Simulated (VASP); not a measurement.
InP:

```
In P
1.0
     0.00000    2.95379    2.95379
     2.95379    0.00000    2.95379
     2.95379    2.95379    0.00000
In P
1 1
Direct
  0.00000 0.00000 0.00000
  0.25000 0.25000 0.25000
```

Program: VASP 6.6.1. Alike in all runs: task single point; no spin polarisation; cell as given; cutoff (eV) 520.

Task: Order these runs on this cell by their pressure, lowest first.
A. level PBE; potentials or basis VASP PAW PBE potentials, release 64 (In_d, P); k mesh 8 × 8 × 8; smearing fermi-dirac 0.02 eV
B. level PBE0; potentials or basis VASP PAW PBE potentials, release 64 (In_d, P); k mesh 6 × 6 × 6; smearing gaussian 0.01 eV; grid for exact exchange (PRECFOCK) Normal
C. level LDA; potentials or basis VASP PAW LDA potentials, release 64 (In_d, P); k mesh 8 × 8 × 8; smearing gaussian 0.01 eV

Result: C (-2.7 GPa), B (-0.6 GPa), A (1.6 GPa).

Caveats: the PAW data sets were made with another functional, which shifts forces and pressure a little (some runs).
